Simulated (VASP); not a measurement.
# CrB2Rh2 (Fddd) in VASP: single point with PBEsol

Aim: the single point of CrB2Rh2 with PBEsol.

Everything below comes from runs of VASP 6.6.1. Logs are shortened: lines on timing, memory, paths and dates and some standing lists are left out, and cuts for length are marked.

## (1) The cell of the first run

It takes space group Fddd (No. 70, orthorhombic). Conventional cell: a = 5.355 Å, b = 8.405 Å, c = 9.543 Å, α = 90.00°, β = 90.00°, γ = 90.00°. Within 2.5 Å of Rh (site symmetry 2) lie 4 B at 1.88 to 1.91 Å and 3 Rh at 2.48 to 2.49 Å. Cr (site symmetry 222) has 10 Rh at 2.74 to 3.53 Å and 10 B at 2.76 to 3.04 Å and 4 Cr at 3.45 Å within 3.6 Å. B (site symmetry 2) has 4 Rh at 1.88 to 1.91 Å within 2.5 Å.

## (2) Single point, PBEsol

File INCAR:

```
PREC     = Accurate       # precision mode
ENCUT    = 520            # plane-wave cutoff, eV
EDIFF    = 1E-7           # SCF threshold, eV
ISMEAR   = -1             # smearing method
SIGMA    = 0.0223         # smearing width, eV
LREAL    = False          # projectors in reciprocal space
LASPH    = True           # aspherical terms in the spheres
NELM     = 80             # most SCF steps
ALGO     = Normal         # electronic algorithm
ISIF     = 2              # what is computed and relaxed
LWAVE    = False          # write WAVECAR
LCHARG   = False          # write CHGCAR
GGA      = PS             # functional
NBANDS   = 59             # bands
```

File KPOINTS:

```
Automatic mesh
0
Gamma
  6 6 6
```

File POSCAR:

```
CrB2Rh2
1.0
    0.0000000000      4.2022730000      2.6776690000
    0.0000000000     -4.2022730000      2.6776690000
    4.7714290000      0.0000000000     -2.6776690000
Rh Cr B
4 2 4
Direct
    0.3699000000      0.3699000000      0.7398000000
    0.6301000000      0.6301000000      0.2602000000
    0.3801000000      0.8801000000      0.7602000000
    0.1199000000      0.6199000000      0.2398000000
    0.0000000000      0.0000000000      0.0000000000
    0.7500000000      0.2500000000      0.5000000000
    0.3280000000      0.6720000000      0.0000000000
    0.6720000000      0.3280000000      0.0000000000
    0.4220000000      0.5780000000      0.5000000000
    0.0780000000      0.9220000000      0.5000000000
```

Potentials or basis: VASP PAW PBE potentials, release 64 (Rh_pv, Cr_pv, B).

Command:

```bash
$ cat potpaw_PBE.64/Rh_pv/POTCAR potpaw_PBE.64/Cr_pv/POTCAR potpaw_PBE.64/B/POTCAR > POTCAR
$ mpirun -np 1 vasp_std > vasp.out
```

OUTCAR:

```text
PREC = Accurate
   ENCUT = 520
   EDIFF = 1E-7
   ISMEAR = -1
   LREAL = False
   LASPH = True
   NELM = 80
   ISIF = 2
   GGA = PS

 ion  position               nearest neighbor table
   1  0.370  0.370  0.740-   9 1.88  10 1.88   7 1.91   8 1.91   2 2.48   3 2.49   3 2.49   6 2.74
                             6 2.74   5 2.95   5 2.95
   2  0.630  0.630  0.260-   9 1.88  10 1.88   7 1.91   8 1.91   1 2.48   4 2.49   4 2.49   6 2.74
                             6 2.74   5 2.95   5 2.95
   3  0.380  0.880  0.760-   7 1.88   8 1.88   9 1.91  10 1.91   4 2.48   1 2.49   1 2.49   5 2.74
                             5 2.74   6 2.95   6 2.95
   4  0.120  0.620  0.240-   7 1.88   8 1.88   9 1.91  10 1.91   3 2.48   2 2.49   2 2.49   5 2.74
                             5 2.74   6 2.95   6 2.95
   5  0.000  0.000  0.000-   4 2.74   3 2.74   4 2.74   3 2.74   2 2.95   1 2.95   2 2.95   1 2.95

   6  0.750  0.250  0.500-   1 2.74   1 2.74   2 2.74   2 2.74   3 2.95   4 2.95   3 2.95   4 2.95

   7  0.328  0.672  0.000-   3 1.88   4 1.88   1 1.91   2 1.91
   8  0.672  0.328  0.000-   3 1.88   4 1.88   1 1.91   2 1.91
   9  0.422  0.578  0.500-   1 1.88   2 1.88   3 1.91   4 1.91
  10  0.078  0.922  0.500-   1 1.88   2 1.88   3 1.91   4 1.91

  LATTYP: Found a face centered orthorhombic cell.
 ALAT       =     5.3553380000
 B/A-ratio  =     1.5693773203
 C/A-ratio  =     1.7819338387

  Lattice vectors:

 A1 = (   4.7714290000,  -4.2022730000,   0.0000000000)
 A2 = (   4.7714290000,   0.0000000000,   2.6776690000)
 A3 = (   0.0000000000,  -4.2022730000,   2.6776690000)

Analysis of symmetry for initial positions (statically):
=====================================================================
 Subroutine PRICEL returns:
 Original cell was already a primitive cell.

 Routine SETGRP: Setting up the symmetry group for a
 face centered orthorhombic supercell.

 Subroutine GETGRP returns: Found  8 space group operations
 (whereof  4 operations were pure point group operations)
 out of a pool of  8 trial point group operations.

The static configuration has the point symmetry D_2 .
 The point group associated with its full space group is D_2h.

Analysis of symmetry for dynamics (positions and initial velocities):
=====================================================================
 Subroutine PRICEL returns:
 Original cell was already a primitive cell.

 Routine SETGRP: Setting up the symmetry group for a
 face centered orthorhombic supercell.

 Subroutine GETGRP returns: Found  8 space group operations
 (whereof  4 operations were pure point group operations)
 out of a pool of  8 trial point group operations.

The dynamic configuration has the point symmetry D_2 .
 The point group associated with its full space group is D_2h.

 Subroutine INISYM returns: Found  8 space group operations
 (whereof  4 operations are pure point group operations),
 and found     1 'primitive' translations

----------------------------------------------------------------------------------------

                                     Primitive cell

  volume of cell :     107.3791

  direct lattice vectors                    reciprocal lattice vectors
     0.000000000  4.202273000  2.677669000     0.104790410  0.118983226  0.186729577
     0.000000000 -4.202273000  2.677669000     0.104790410 -0.118983226  0.186729577
     4.771429000  0.000000000 -2.677669000     0.209580819  0.000000000  0.000000000

  length of vectors
     4.982871626  4.982871626  5.471420837     0.244961167  0.244961167  0.209580819

  position of ions in fractional coordinates (direct lattice)
     0.369900000  0.369900000  0.739800000
     0.630100000  0.630100000  0.260200000
     0.380100000  0.880100000  0.760200000
     0.119900000  0.619900000  0.239800000
     0.000000000  0.000000000  0.000000000
     0.750000000  0.250000000  0.500000000
     0.328000000  0.672000000  0.000000000
     0.672000000  0.328000000  0.000000000
     0.422000000  0.578000000  0.500000000
     0.078000000  0.922000000  0.500000000

  ion indices of the primitive-cell ions
   primitive index   ion index
                 1           1
                 2           2
                 3           3
                 4           4
                 5           5
                 6           6
                 7           7
                 8           8
                 9           9
                10          10

----------------------------------------------------------------------------------------

 KPOINTS: Automatic mesh

Automatic generation of k-mesh.
 Grid dimensions read from file:
 generate k-points for:    6    6    6

 Generating k-lattice:

  Cartesian coordinates                     Fractional coordinates (reciprocal lattice)
     0.017465068  0.019830538  0.031121596     0.166666667  0.000000000 -0.000000000
     0.017465068 -0.019830538  0.031121596     0.000000000  0.166666667 -0.000000000
     0.034930137  0.000000000  0.000000000     0.000000000  0.000000000  0.166666667

  Length of vectors
     0.040826861  0.040826861  0.034930137

  Shift w.r.t. Gamma in fractional coordinates (k-lattice)
     0.000000000  0.000000000  0.000000000

 Subroutine IBZKPT returns following result:
 ===========================================

 Found     46 irreducible k-points:

 Following reciprocal coordinates:
            Coordinates               Weight
  0.000000  0.000000  0.000000      1.000000
  0.166667  0.000000 -0.000000      8.000000
  0.333333  0.000000 -0.000000      8.000000
  0.500000  0.000000 -0.000000      4.000000
  0.166667  0.166667 -0.000000      4.000000
  0.333333  0.166667 -0.000000      8.000000
[... 16 lines left out ...]
  0.333333  0.333333  0.166667      2.000000
 -0.333333  0.333333  0.166667      4.000000
 [... further k-points ...]
   k-points           NKPTS =     46   k-points in BZ     NKDIM =     46   number of bands    NBANDS=     59
   number of dos      NEDOS =    301   number of ions     NIONS =     10
   total plane-waves  NPLWV =  67200
   dimension x,y,z NGX =    40 NGY =   40 NGZ =   42
   dimension x,y,z NGXF=    80 NGYF=   80 NGZF=   84
   ions per type =               4   2   4
   NGX,Y,Z   is equivalent  to a cutoff of  13.35, 13.35, 12.76 a.u.
   NGXF,Y,Z  is equivalent  to a cutoff of  26.69, 26.69, 25.52 a.u.
 SYSTEM =  unknown system
   PREC   = accura    normal or accurate (medium, high low for compatibility)
   ISTART =      0    job   : 0-new  1-cont  2-samecut
   ICHARG =      2    charge: 1-file 2-atom 10-const
   ISPIN  =      1    spin polarized calculation?
   LNONCOLLINEAR =      F non collinear calculations
   LSORBIT =      F    spin-orbit coupling
   LASPH  =      T    aspherical Exc in radial PAW
   ENCUT  =  520.0 eV  38.22 Ry    6.18 a.u.   9.26  9.26 10.17*2*pi/ulx,y,z
   NELM   =     80;   NELMIN=  2; NELMDL= -5     # of ELM steps
   EDIFF  = 0.1E-06   stopping-criterion for ELM
   LREAL  =      F    real-space projection
   EDIFFG = 0.1E-05   stopping-criterion for IOM
   NSW    =      0    number of steps for IOM
   IBRION =     -1    ionic relax: 0-MD 1-quasi-New 2-CG
   NFREE  =      0    steps in history (QN), initial steepest desc. (CG)
   ISIF   =      2    stress and relaxation
   ISYM   =      2    0-nonsym 1-usesym 2-fastsym
   POTIM  = 0.5000    time-step for ionic-motion
   TEBEG  =    0.0;   TEEND  =   0.0 temperature during run
   PSTRESS=    0.0 pullay stress
   NELECT =      96.0000    total number of electrons
   NUPDOWN=      -1.0000    fix difference up-down
   EMIN   =  10.00;   EMAX   =-10.00  energy-range for DOS
   EFERMI =   0.00;   METHOD = LEGACY
   ISMEAR =    -1;   SIGMA  =   0.02  broadening in eV -4-tet -1-fermi 0-gaus
   EFERMI_NEDOS =   21; number of points for ismear=-14 and -15
   IALGO  =     38    algorithm
   IMIX   =      4    mixing-type and parameters
     AMIX     =   0.40;   BMIX     =  1.00
     AMIX_MAG =   1.60;   BMIX_MAG =  1.00
  volume/ion in A,a.u.               =      10.74        72.46
  Fermi-wavevector in a.u.,A,eV,Ry     =   1.577098  2.980283 33.840932  2.487238
  Thomas-Fermi vector in A             =   2.677832
   LORBIT       =      0    0 simple, 1 ext, 2 COOP (PROOUT), +10 PAW based schemes
   GGA     = PS    functional components
   LHFCALC =     F    Hartree Fock is set to
   AEXX    =    0.0000 exact exchange contribution
   IVDW    =     0    specifies the selected vdW correction
   LEPSILON=     F    determine dielectric tensor
   LRPA    =     F    only Hartree local field effects (RPA)
 non-spin polarized calculation
  energy-cutoff  :      520.00
  volume of cell :      107.38
 maximum number of plane-waves:      2916
 NGX is ok and might be reduce to    40
   NGX = 19   NGY = 19   NGZ = 21

 number of electron      96.0000000 magnetization

 Free energy of the ion-electron system (eV)
  ---------------------------------------------------
  ext. energy  EPLUGINS =         0.00000000
  ---------------------------------------------------
  free energy    TOTEN  =       -73.75596374 eV

  energy without entropy =      -73.73456041  energy(sigma->0) =      -73.74526207

 E-fermi :  10.4765     XC(G=0): -13.2685

 val. band max:       10.4639964686   @ k =  -0.3333  -0.0000   0.1667
 cond. band min:      10.4773531277   @ k =  -0.1667   0.1667   0.5000
 fundamental gap:      0.0133566591
 Fermi energy:        10.4765478132

 k-point     1 :       0.0000    0.0000    0.0000
  band No.  band energies     occupation
      1     -37.8179      2.00000
      2     -37.7915      2.00000
      3     -37.4640      2.00000
      4     -37.3336      2.00000
      5     -36.9663      2.00000
      6     -36.9105      2.00000
[... 51 lines left out ...]
     58      13.5461      0.00000
     59      13.5538      0.00000

 k-point     2 :       0.1667    0.0000   -0.0000
  band No.  band energies     occupation
      1     -37.8073      2.00000
      2     -37.7440      2.00000
      3     -37.4573      2.00000
      4     -37.3402      2.00000
      5     -36.9679      2.00000
      6     -36.9620      2.00000
[... 51 lines left out ...]
     58      14.0416      0.00000
     59      14.1058      0.00000

 k-point     3 :       0.3333    0.0000   -0.0000
  band No.  band energies     occupation
      1     -37.8050      2.00000
      2     -37.5868      2.00000
      3     -37.4407      2.00000
      4     -37.3564      2.00000
      5     -37.1337      2.00000
      6     -36.9521      2.00000
[... 1238 lines left out ...]
      5     -37.1335      2.00000
      6     -37.1335      2.00000
[... 51 lines left out ...]
     58      14.3683      0.00000
     59      15.2586      0.00000

 k-point    24 :      -0.3333    0.3333    0.1667
  band No.  band energies     occupation
      1     -37.5985      2.00000
      2     -37.5755      2.00000
      3     -37.4250      2.00000
      4     -37.3722      2.00000
      5     -37.1398      2.00000
      6     -37.1270      2.00000
[... 51 lines left out ...]
     58      14.4928      0.00000
     59      14.9054      0.00000

 [... further k-points ...]

------------------------ aborting loop because EDIFF is reached ----------------------------------------

  FORCE on cell =-STRESS in cart. coord.  units (eV):
  Direction    XX          YY          ZZ          XY          YZ          ZX
  --------------------------------------------------------------------------------------
  -------------------------------------------------------------------------------------
  Total       38.8614202     40.4640745     23.4840368      0.0000000      0.0000000      0.0000000
  in kB      579.8419548    603.7547762    350.3996957      0.0000000      0.0000000      0.0000000
  external PRESSURE =     511.3321422 kB  Pullay stress =       0.0000000 kB

 VOLUME and BASIS-vectors are now :
 -----------------------------------------------------------------------------
  energy-cutoff  :      520.00
  volume of cell :      107.38
      direct lattice vectors                 reciprocal lattice vectors
     0.000000000  4.202273000  2.677669000     0.104790410  0.118983226  0.186729577
     0.000000000 -4.202273000  2.677669000     0.104790410 -0.118983226  0.186729577
     4.771429000  0.000000000 -2.677669000     0.209580819  0.000000000  0.000000000

 POSITION                                       TOTAL-FORCE (eV/Angst)
 -----------------------------------------------------------------------------------
      3.52990      0.00000      0.00000        -1.993762      0.000000      0.000000
      1.24153      0.00000      2.67767         1.993762      0.000000      0.000000
      3.62724     -2.10114      1.33883         1.993762      0.000000      0.000000
      1.14419     -2.10114      1.33883        -1.993762      0.000000      0.000000
      0.00000      0.00000      0.00000         0.000000      0.000000      0.000000
      2.38571      2.10114      1.33883         0.000000      0.000000      0.000000
      0.00000     -1.44558      2.67767         0.000000     -3.343406      0.000000
      0.00000      1.44558      2.67767         0.000000      3.343406     -0.000000
      2.38571     -0.65555      1.33883         0.000000      3.343406     -0.000000
      2.38571     -3.54672      1.33883         0.000000     -3.343406      0.000000
 -----------------------------------------------------------------------------------
    total drift:                               -0.000000      0.000000      0.000000

  FREE ENERGIE OF THE ION-ELECTRON SYSTEM (eV)
  ---------------------------------------------------
  free  energy   TOTEN  =       -73.7559637357 eV

  energy  without entropy=      -73.7345604053  energy(sigma->0) =      -73.74526207
```

Run time: 8.6 min. Hardware: 1 thread of Intel Xeon Platinum 8375C at 2.90GHz (Ice Lake), shared host; peak memory 0.4 GiB.

Results:

```
Free energy            : -73.7560 eV
Pressure               : 51.1 GPa
Largest force          : 3.343 eV/Å
Band gap on the k mesh : zero (band 48 reaches 10.59 eV, above the bottom of band 49 at 10.38 eV)
```

Forces in eV/Å, atoms in the order of the input:
```
Rh  -1.994  0.000  0.000
Rh   1.994  0.000  0.000
Rh   1.994  0.000  0.000
Rh  -1.994  0.000  0.000
Cr   0.000  0.000  0.000
Cr   0.000  0.000  0.000
B    0.000 -3.343  0.000
B    0.000  3.343  0.000
B    0.000  3.343  0.000
B    0.000 -3.343  0.000
```

Stress tensor (GPa, compression positive):
```
57.98  0.00  0.00
 0.00 60.38  0.00
 0.00  0.00 35.04
```

Caveat: the PAW data sets were made with another functional, which shifts forces and pressure a little. Spin polarisation is off, so any magnetic state and its effect on volume and gap are missing.
